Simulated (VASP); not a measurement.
## PbSe: single point with PBE+D3(BJ)

PbSe:

```
Pb Se
1.0
    -0.08434    3.23578    3.06709
     3.23578   -0.08434    3.06709
     3.15143    3.15143    0.00000
Pb Se
1 1
Direct
  0.00000 0.00000 0.00000
  0.50000 0.50000 0.50000
```

* Program: VASP 6.6.1
* Task: single point
* Functional: PBE
* Dispersion: D3(BJ)
* Potentials or basis: VASP PAW PBE potentials, release 64 (Pb_d, Se)
* Cutoff: 520 eV
* k mesh: 10 × 10 × 10
* Occupations: gaussian, width 0.03 eV
* Spin: no spin polarisation

The pressure is -1.9 GPa and the band gap on the k mesh is 0.35 eV (least direct gap 0.46 eV). The dispersion energy per atom is -0.337 eV.

Stress tensor (GPa, compression positive):
```
-3.35  0.79  0.00
 0.79 -3.35  0.00
 0.00  0.00  0.95
```

Levels at points of the mesh, in eV from the valence-band top:
```tsv
k point	band 8	band 9	band 10	band 11	band 12	band 13
(0.00, 0.00, 0.00)	-1.76	-1.45	-1.13	4.03	4.11	5.17
(0.50, 0.00, 0.00)	-1.06	-1.03	0.00	0.60	1.91	2.04
(0.50, 0.50, 0.00)	-4.22	-2.88	-2.46	4.00	4.93	5.04
(0.00, 0.00, 0.50)	-1.25	-1.12	-0.10	0.35	1.57	1.99
(0.50, 0.00, 0.50)	-4.11	-2.85	-2.32	4.17	4.57	5.35
```

It took 77 s on 1 thread of AMD EPYC 9R45 96-Core Processor (Zen 5) (shared host), peak memory 0.32 GiB.

Caveat: spin-orbit coupling is left out, which moves the levels of the heavy elements. A k mesh can miss the band edges.
